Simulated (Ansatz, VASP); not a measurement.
# One calculation of ZnS, two programs

File INCAR:

```
SYSTEM = ZnS
PREC = Accurate
ENCUT = 520
EDIFF = 1E-6
ISMEAR = 0
SIGMA = 0.05
LREAL = .FALSE.
LASPH = .TRUE.
NELM = 80
ALGO = Normal
ISIF = 2
LWAVE = .FALSE.
LCHARG = .FALSE.
GGA = PE
NBANDS = 16
```

Contents of KPOINTS:

```
regular mesh
0
G
  10 10 10
  0 0 0
```

The input POSCAR:

```
ZnS
1.0
    0.0000000000      2.5964640000      2.8128360000
    2.5964640000      0.0000000000      2.8128360000
    2.5964640000      2.5964640000      0.0000000000
Zn S
1 1
Direct
    0.0000000000      0.0000000000      0.0000000000
    0.7500000000      0.7500000000      0.7500000000
```

Input for Ansatz:

```yaml
crystal:
  lattice:
    - [0.0, 2.596464, 2.812836]
    - [2.596464, 0.0, 2.812836]
    - [2.596464, 2.596464, 0.0]
  atoms:
    - { symbol: Zn, position: [0.0, 0.0, 0.0] }
    - { symbol: S, position: [0.75, 0.75, 0.75] }
basis:
  ecutwfc: 420
kpoints:
  mp_grid: { grid: [10, 10, 10] }
hamiltonian:
  xc: pbe
scf:
  occupations: { method: gaussian, width: 0.05 }
output:
  forces: true
  stress: true
  eigenvalues: true
```

Change from the starting cell: strain -0.040 along x and y, +0.040 along z, atoms carried along.

Alike in both runs: task single point; functional PBE; k mesh 10 × 10 × 10; occupations gaussian, width 0.05 eV; no spin polarisation.

|  | VASP | Ansatz |
| --- | --- | --- |
| version | VASP 6.6.1 | Ansatz 0.2.0 |
| potentials or method | VASP PAW PBE potentials, release 64 (Zn, S), cutoff 520 eV | scalar-relativistic, plane waves, PAW |
| valence electrons in the cell | 18 | 18 |

Ansatz gave:

* gap on the k mesh at the Fermi level (eV): 2.15
* least direct gap on the mesh (eV): 2.15
* pressure (GPa): 4.7
* traceless stress, the component that is largest in VASP (GPa): -2.44

**Question.** Which values does VASP return?

**Answer.** gap on the k mesh at the Fermi level (eV): 2.15; least direct gap on the mesh (eV): 2.15; pressure (GPa): 4.9; traceless stress, the component that is largest in VASP (GPa): -2.43.
